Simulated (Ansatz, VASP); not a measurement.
**Two plane-wave programs on In**

```
In
1.0
     0.00000    3.09702    3.09702
     3.09702    0.00000    3.09702
     3.09702    3.09702    0.00000
In
2
Direct
  0.12500 0.12500 0.12500
  0.87500 0.87500 0.87500
```

Alike in both runs: task single point; functional LDA; k mesh 10 × 10 × 10; occupations fermi-dirac, width 0.1 eV; no spin polarisation.

|  | VASP | Ansatz |
| --- | --- | --- |
| version | VASP 6.6.1 | Ansatz 0.2.0 |
| potentials or method | VASP PAW LDA potentials, release 64 (In_d), cutoff 520 eV | plane waves (420 eV) with PAW, scalar-relativistic |
| valence electrons in the cell | 26 | 26 |

```csv
,VASP,Ansatz,Ansatz less VASP
pressure (GPa),5.8,5.7,-0.09
```

Ansatz warns that its potentials were made for another functional, while VASP's fit it. LDA's correlation is that of Perdew and Zunger in VASP and of Perdew and Wang (1992) in Ansatz.
